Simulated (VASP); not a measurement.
A run of VASP 6.6.1 is set up as follows.

File INCAR:

```
SYSTEM = Rb
PREC = Accurate ; ENCUT = 520
EDIFF = 1E-7 ; ISMEAR = -1
SIGMA = 0.05 ; LREAL = .False.
LASPH = .True. ; NELM = 80
ALGO = Normal ; ISIF = 2
LWAVE = .False. ; LCHARG = .False.
GGA = PS ; IVDW = 13
NBANDS = 10
```

File KPOINTS:

```
Automatic mesh
0
Gamma
  2 2 2
  0 0 0
```

File POSCAR:

```
Rb
1.0
    0.0000000000      3.6398850000      3.6398850000
    3.6398850000      0.0000000000      3.6398850000
    3.6398850000      3.6398850000      0.0000000000
Rb
1
Direct
    0.0000000000      0.0000000000      0.0000000000
```

Potentials or basis: VASP PAW PBE potentials, release 64 (Rb_sv).

Run with:

```console
$ cat potpaw_PBE.64/Rb_sv/POTCAR > POTCAR
$ mpirun -np 1 vasp_std > vasp.out
```

Predict the pressure.

-0.3 GPa.

What does it give for the dispersion energy per atom?

-0.040 eV.

Caveat: the k points lie up to 0.75 Å⁻¹ apart; the PAW data sets were made with another functional, which shifts forces and pressure a little; pairwise dispersion overbinds metals, which lowers pressure and volume.
